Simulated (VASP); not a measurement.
# Te (P6_3/mmc) in VASP: further runs

Runs on Te. Level: revPBE. Tasks: single point, relaxation of cell and atoms.

All numbers are computed with VASP 6.6.1; they aren't measurements. Logs are shortened: lines on timing, memory, paths and dates and some standing lists are left out, and cuts for length are marked.

### Step 1. The cell of the first run

The structure is hexagonal, space group P6_3/mmc (No. 194). Conventional cell: a = 4.460 Å, b = 4.460 Å, c = 8.631 Å, α = 90.00°, β = 90.00°, γ = 120.00°. Te (site symmetry -3m) has 14 Te at 3.36 to 4.46 Å within 4.5 Å. Within 4.5 Å of Te (site symmetry -6m2) lie 12 Te at 3.36 to 4.46 Å.

This isn't the form of Te at room conditions, which is trigonal, of chains.

### Step 2. Single point, revPBE (37.18 Å³/atom)

The input, INCAR:

```
SYSTEM = Te
ALGO = Normal
EDIFF = 1E-6
ENCUT = 520
GGA = RE
ISIF = 2
ISMEAR = -1
LASPH = .TRUE.
LCHARG = .FALSE.
LREAL = .FALSE.
LWAVE = .FALSE.
NBANDS = 20
NELM = 100
PREC = Accurate
SIGMA = 0.1
```

The input, KPOINTS:

```
k-points
0
G
  10 10 5
  0 0 0
```

The input, POSCAR:

```
Te
1.0
    4.4603940382      0.0000000000      0.0000000000
   -2.2301970190      3.8628145480      0.0000000000
    0.0000000000      0.0000000000      8.6307550996
Te
4
Direct
    0.0000000000      1.0000000000      0.0000000000
    0.0000000000      1.0000000000      0.5000000000
    0.3333333333      0.6666666667      0.2500000000
    0.6666666667      0.3333333333      0.7500000000
```

Potentials or basis: VASP PAW PBE potentials, release 64 (Te).

Command:

```console
> cat potpaw_PBE.64/Te/POTCAR > POTCAR
> mpirun -np 1 vasp_std > vasp.out
```

OUTCAR:

```text
SYSTEM = Te
   EDIFF = 1E-6
   ENCUT = 520
   GGA = RE
   ISIF = 2
   ISMEAR = -1
   LASPH = .TRUE.
   LREAL = .FALSE.
   NELM = 100
   PREC = Accurate

 ion  position               nearest neighbor table
   1  0.000  0.000  0.000-   3 3.36   4 3.36   3 3.36   4 3.36   4 3.36   3 3.36
   2  0.000  0.000  0.500-   3 3.36   4 3.36   3 3.36   4 3.36   4 3.36   3 3.36
   3  0.333  0.667  0.250-   1 3.36   2 3.36   1 3.36   2 3.36   1 3.36   2 3.36
   4  0.667  0.333  0.750-   1 3.36   2 3.36   1 3.36   2 3.36   1 3.36   2 3.36

  LATTYP: Found a hexagonal cell.
 ALAT       =     4.4603940382
 C/A-ratio  =     1.9349759294

  Lattice vectors:

 A1 = (   4.4603940382,   0.0000000000,   0.0000000000)
 A2 = (  -2.2301970190,   3.8628145480,   0.0000000000)
 A3 = (   0.0000000000,   0.0000000000,   8.6307550996)

Analysis of symmetry for initial positions (statically):
=====================================================================
 Subroutine PRICEL returns:
 Original cell was already a primitive cell.

 Routine SETGRP: Setting up the symmetry group for a
 hexagonal supercell.

 Subroutine GETGRP returns: Found 24 space group operations
 (whereof 12 operations were pure point group operations)
 out of a pool of 24 trial point group operations.

The static configuration has the point symmetry D_3d.
 The point group associated with its full space group is D_6h.

Analysis of symmetry for dynamics (positions and initial velocities):
=====================================================================
 Subroutine PRICEL returns:
 Original cell was already a primitive cell.

 Routine SETGRP: Setting up the symmetry group for a
 hexagonal supercell.

 Subroutine GETGRP returns: Found 24 space group operations
 (whereof 12 operations were pure point group operations)
 out of a pool of 24 trial point group operations.

The dynamic configuration has the point symmetry D_3d.
 The point group associated with its full space group is D_6h.

 Subroutine INISYM returns: Found 24 space group operations
 (whereof 12 operations are pure point group operations),
 and found     1 'primitive' translations

----------------------------------------------------------------------------------------

                                     Primitive cell

  volume of cell :     148.7051

  direct lattice vectors                    reciprocal lattice vectors
     4.460394038  0.000000000  0.000000000     0.224195439  0.129439297  0.000000000
    -2.230197019  3.862814548  0.000000000     0.000000000  0.258878594  0.000000000
     0.000000000  0.000000000  8.630755100     0.000000000  0.000000000  0.115864717

  length of vectors
     4.460394038  4.460394038  8.630755100     0.258878594  0.258878594  0.115864717

  position of ions in fractional coordinates (direct lattice)
     0.000000000  0.000000000  0.000000000
     0.000000000  0.000000000  0.500000000
     0.333333333  0.666666667  0.250000000
     0.666666667  0.333333333  0.750000000

  ion indices of the primitive-cell ions
   primitive index   ion index
                 1           1
                 2           2
                 3           3
                 4           4

----------------------------------------------------------------------------------------

 KPOINTS: k-points

Automatic generation of k-mesh.
 Grid dimensions read from file:
 generate k-points for:   10   10    5

 Generating k-lattice:

  Cartesian coordinates                     Fractional coordinates (reciprocal lattice)
     0.022419544  0.012943930  0.000000000     0.100000000 -0.000000000  0.000000000
     0.000000000  0.025887859  0.000000000     0.000000000  0.100000000  0.000000000
     0.000000000  0.000000000  0.023172943     0.000000000  0.000000000  0.200000000

  Length of vectors
     0.025887859  0.025887859  0.023172943

  Shift w.r.t. Gamma in fractional coordinates (k-lattice)
     0.000000000  0.000000000  0.000000000

 Subroutine IBZKPT returns following result:
 ===========================================

 Found     42 irreducible k-points:

 Following reciprocal coordinates:
            Coordinates               Weight
  0.000000  0.000000  0.000000      1.000000
  0.100000 -0.000000  0.000000      6.000000
  0.200000 -0.000000  0.000000      6.000000
  0.300000 -0.000000  0.000000      6.000000
  0.400000  0.000000  0.000000      6.000000
  0.500000  0.000000  0.000000      3.000000
[... 16 lines left out ...]
  0.300000  0.100000  0.200000     24.000000
  0.400000  0.100000  0.200000     24.000000
 [... further k-points ...]
   k-points           NKPTS =     42   k-points in BZ     NKDIM =     42   number of bands    NBANDS=     20
   number of dos      NEDOS =    301   number of ions     NIONS =      4
   total plane-waves  NPLWV =  82944
   dimension x,y,z NGX =    36 NGY =   36 NGZ =   64
   dimension x,y,z NGXF=    72 NGYF=   72 NGZF=  128
   ions per type =               4
   NGX,Y,Z   is equivalent  to a cutoff of  13.42, 13.42, 12.33 a.u.
   NGXF,Y,Z  is equivalent  to a cutoff of  26.84, 26.84, 24.66 a.u.
 SYSTEM =  Te
   PREC   = accura    normal or accurate (medium, high low for compatibility)
   ISTART =      0    job   : 0-new  1-cont  2-samecut
   ICHARG =      2    charge: 1-file 2-atom 10-const
   ISPIN  =      1    spin polarized calculation?
   LNONCOLLINEAR =      F non collinear calculations
   LSORBIT =      F    spin-orbit coupling
   LASPH  =      T    aspherical Exc in radial PAW
   ENCUT  =  520.0 eV  38.22 Ry    6.18 a.u.   8.29  8.29 16.05*2*pi/ulx,y,z
   NELM   =    100;   NELMIN=  2; NELMDL= -5     # of ELM steps
   EDIFF  = 0.1E-05   stopping-criterion for ELM
   LREAL  =      F    real-space projection
   EDIFFG = 0.1E-04   stopping-criterion for IOM
   NSW    =      0    number of steps for IOM
   IBRION =     -1    ionic relax: 0-MD 1-quasi-New 2-CG
   NFREE  =      0    steps in history (QN), initial steepest desc. (CG)
   ISIF   =      2    stress and relaxation
   ISYM   =      2    0-nonsym 1-usesym 2-fastsym
   POTIM  = 0.5000    time-step for ionic-motion
   TEBEG  =    0.0;   TEEND  =   0.0 temperature during run
   PSTRESS=    0.0 pullay stress
   NELECT =      24.0000    total number of electrons
   NUPDOWN=      -1.0000    fix difference up-down
   EMIN   =  10.00;   EMAX   =-10.00  energy-range for DOS
   EFERMI =   0.00;   METHOD = LEGACY
   ISMEAR =    -1;   SIGMA  =   0.10  broadening in eV -4-tet -1-fermi 0-gaus
   EFERMI_NEDOS =   21; number of points for ismear=-14 and -15
   IALGO  =     38    algorithm
   IMIX   =      4    mixing-type and parameters
     AMIX     =   0.40;   BMIX     =  1.00
     AMIX_MAG =   1.60;   BMIX_MAG =  1.00
  volume/ion in A,a.u.               =      37.18       250.88
  Fermi-wavevector in a.u.,A,eV,Ry     =   0.891326  1.684362 10.809314  0.794462
  Thomas-Fermi vector in A             =   2.013132
   LORBIT       =      0    0 simple, 1 ext, 2 COOP (PROOUT), +10 PAW based schemes
   GGA     = RE    functional components
   LHFCALC =     F    Hartree Fock is set to
   AEXX    =    0.0000 exact exchange contribution
   IVDW    =     0    specifies the selected vdW correction
   LEPSILON=     F    determine dielectric tensor
   LRPA    =     F    only Hartree local field effects (RPA)
 non-spin polarized calculation
  energy-cutoff  :      520.00
  volume of cell :      148.71
 maximum number of plane-waves:      4028
 NGX is ok and might be reduce to    36
   NGX = 17   NGY = 17   NGZ = 33

 number of electron      23.9999998 magnetization

 Free energy of the ion-electron system (eV)
  ---------------------------------------------------
  ext. energy  EPLUGINS =         0.00000000
  ---------------------------------------------------
  free energy    TOTEN  =       -10.55132020 eV

  energy without entropy =      -10.45239255  energy(sigma->0) =      -10.50185637

 E-fermi :   4.9283     XC(G=0):  -8.6594

 val. band max:        4.9131480863   @ k =   0.1000  -0.0000   0.4000
 cond. band min:       4.9337689822   @ k =   0.4000   0.2000   0.0000
 fundamental gap:      0.0206208959
 Fermi energy:         4.9282887729

 k-point     1 :       0.0000    0.0000    0.0000
  band No.  band energies     occupation
      1      -7.7437      2.00000
      2      -6.2675      2.00000
      3      -6.1849      2.00000
      4      -3.8481      2.00000
      5       1.6549      2.00000
      6       2.8193      2.00000
[... 12 lines left out ...]
     19      10.5867      0.00000
     20      10.8609      0.00000

 k-point     2 :       0.1000   -0.0000    0.0000
  band No.  band energies     occupation
      1      -7.6739      2.00000
      2      -6.2282      2.00000
      3      -6.1428      2.00000
      4      -3.9486      2.00000
      5       1.7239      2.00000
      6       2.5161      2.00000
[... 12 lines left out ...]
     19      10.8157      0.00000
     20      11.1383      0.00000

 k-point     3 :       0.2000   -0.0000    0.0000
  band No.  band energies     occupation
      1      -7.4694      2.00000
      2      -6.1230      2.00000
      3      -6.0274      2.00000
      4      -4.2337      2.00000
      5       1.6112      2.00000
      6       1.8240      2.00000
[... 12 lines left out ...]
     19      11.2252      0.00000
     20      11.4548      0.00000

 k-point     4 :       0.3000   -0.0000    0.0000
  band No.  band energies     occupation
      1      -7.1479      2.00000
      2      -5.9951      2.00000
      3      -5.8726      2.00000
      4      -4.6462      2.00000
      5       0.8229      2.00000
      6       1.2020      2.00000
[... 12 lines left out ...]
     19      10.9632      0.00000
     20      11.7385      0.00000

 k-point     5 :       0.4000    0.0000    0.0000
  band No.  band energies     occupation
      1      -6.7574      2.00000
      2      -5.9373      2.00000
      3      -5.7352      2.00000
      4      -5.0564      2.00000
      5       0.2950      2.00000
      6       0.6726      2.00000
[... 12 lines left out ...]
     19      12.0349      0.00000
     20      12.4273      0.00000

 k-point     6 :       0.5000    0.0000    0.0000
  band No.  band energies     occupation
      1      -6.5004      2.00000
      2      -6.0024      2.00000
      3      -5.6794      2.00000
      4      -5.2311      2.00000
      5       0.1077      2.00000
      6       0.4817      2.00000
[... 12 lines left out ...]
     19      12.4554      0.00000
     20      12.5787      0.00000

 k-point     7 :       0.1000    0.1000    0.0000
  band No.  band energies     occupation
      1      -7.5366      2.00000
      2      -6.1556      2.00000
      3      -6.0639      2.00000
      4      -4.1416      2.00000
      5       1.8458      2.00000
      6       1.8506      2.00000
[... 12 lines left out ...]
     19      11.2055      0.00000
     20      11.3672      0.00000
[... 277 lines left out ...]
 k-point    20 :       0.5000    0.0000    0.2000
  band No.  band energies     occupation
      1      -6.4656      2.00000
      2      -6.0802      2.00000
      3      -5.6123      2.00000
      4      -5.2670      2.00000
      5       0.2646      2.00000
      6       0.6039      2.00000
[... 12 lines left out ...]
     19      12.2798      0.00000
     20      12.8037      0.00000

 k-point    21 :       0.1000    0.1000    0.2000
  band No.  band energies     occupation
      1      -7.4750      2.00000
      2      -6.5948      2.00000
      3      -5.5750      2.00000
      4      -4.2563      2.00000
      5       1.6765      2.00000
      6       1.7242      2.00000
[... 12 lines left out ...]
     19      11.0355      0.00000
     20      11.4280      0.00000

 k-point    22 :       0.2000    0.1000    0.2000
  band No.  band energies     occupation
      1      -7.2147      2.00000
      2      -6.4098      2.00000
      3      -5.5309      2.00000
      4      -4.5652      2.00000
      5       1.0475      2.00000
      6       1.6549      2.00000
[... 12 lines left out ...]
     19      10.6420      0.00000
     20      11.7254      0.00000

 k-point    23 :       0.3000    0.1000    0.2000
  band No.  band energies     occupation
      1      -6.8581      2.00000
      2      -6.1893      2.00000
      3      -5.5291      2.00000
      4      -4.9597      2.00000
      5       0.5584      2.00000
      6       1.0554      2.00000
[... 12 lines left out ...]
     19      11.1859      0.00000
     20      12.1304      0.00000

 k-point    24 :       0.4000    0.1000    0.2000
  band No.  band energies     occupation
      1      -6.4937      2.00000
      2      -6.0520      2.00000
      3      -5.5962      2.00000
      4      -5.2779      2.00000
      5       0.3333      2.00000
      6       0.6774      2.00000
[... 12 lines left out ...]
     19      12.0992      0.00000
     20      12.6356      0.00000

 [... further k-points ...]

------------------------ aborting loop because EDIFF is reached ----------------------------------------

  FORCE on cell =-STRESS in cart. coord.  units (eV):
  Direction    XX          YY          ZZ          XY          YZ          ZX
  --------------------------------------------------------------------------------------
  -------------------------------------------------------------------------------------
  Total       -3.2174009     -3.2174009     -4.3726325     -0.0000000      0.0000000     -0.0000000
  in kB      -34.6648946    -34.6648946    -47.1115809     -0.0000000      0.0000000     -0.0000000
  external PRESSURE =     -38.8137900 kB  Pullay stress =       0.0000000 kB

 VOLUME and BASIS-vectors are now :
 -----------------------------------------------------------------------------
  energy-cutoff  :      520.00
  volume of cell :      148.71
      direct lattice vectors                 reciprocal lattice vectors
     4.460394038  0.000000000  0.000000000     0.224195439  0.129439297  0.000000000
    -2.230197019  3.862814548  0.000000000     0.000000000  0.258878594  0.000000000
     0.000000000  0.000000000  8.630755100     0.000000000  0.000000000  0.115864717

 POSITION                                       TOTAL-FORCE (eV/Angst)
 -----------------------------------------------------------------------------------
      0.00000      0.00000      0.00000        -0.000000      0.000000      0.000000
      0.00000      0.00000      4.31538        -0.000000      0.000000      0.000000
     -0.00000      2.57521      2.15769         0.000000      0.000000     -0.000000
      2.23020      1.28760      6.47307        -0.000000     -0.000000      0.000000
 -----------------------------------------------------------------------------------
    total drift:                               -0.000000      0.000000     -0.000000

  FREE ENERGIE OF THE ION-ELECTRON SYSTEM (eV)
  ---------------------------------------------------
  free  energy   TOTEN  =       -10.5513201980 eV

  energy  without entropy=      -10.4523925473  energy(sigma->0) =      -10.50185637
```

Wall time 78 s (1 thread of Oxide Virtual Turin-like, shared host); peak memory 0.27 GiB.

Results:

| Item | Value |
| --- | --- |
| Free energy | -10.5513 eV |
| Pressure | -3.9 GPa |
| Band gap on the k mesh | zero (bands 12 and 13 overlap by 1.53 eV) |

Levels at points of the mesh, in eV from the Fermi level:
```
           k point  band 8  band 9  band 10  band 11  band 12  band 13  band 14  band 15  band 16  band 17
(0.00, 0.00, 0.00)   -1.32   -1.08    -1.08    -0.97    -0.78    -0.78     0.67     0.67     1.91     3.75
(0.50, 0.00, 0.00)   -1.94   -1.69    -1.67    -1.42    -1.37    -1.23     1.67     1.74     2.33     3.51
```

Caveat: the cell stands under tension; the PAW data sets were made with another functional, which shifts forces and pressure a little; spin-orbit coupling is left out, which moves the levels of the heavy elements.

[end of part 1 of 2]

The gap in the log of VASP goes by the Fermi energy; the results here count the filled bands.